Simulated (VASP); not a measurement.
AgCl:

```
Ag Cl
1.0
     0.00000    2.73500    2.73500
     2.73500    0.00000    2.73500
     2.73500    2.73500    0.00000
Ag Cl
1 1
Cartesian
  0.0000 0.0000 0.0000
  2.7350 2.7350 2.7350
```

Base run:

| Property | Result |
| --- | --- |
| Program | VASP 6.6.1 |
| Functional | HSE06 |
| Potentials or basis | VASP PAW PBE potentials, release 64 (Ag, Cl) |
| Cutoff | 520 eV |
| k mesh | 5 × 5 × 5 |
| Occupations | fermi-dirac, width 0.05 eV |
| Spin | no spin polarisation |

Its results: band gap on the k mesh 2.54 eV (least direct gap 4.81 eV); pressure 3.5 GPa.

The run is repeated on the same cell with these changes: functional from HSE06 to PBE0; further incar settings from ALGO = Normal; EDIFF = 1e-06; NBANDS = 16 to ALGO = Normal; EDIFF = 1e-07; NBANDS = 16. What comes out?

Band gap on the k mesh 3.26 eV (least direct gap 5.53 eV); pressure 3.3 GPa.

Caveats: the cell stands under pressure; the PAW data sets were made with another functional, which shifts forces and pressure a little; an odd mesh through Γ misses points on the zone boundary, where band edges can lie.
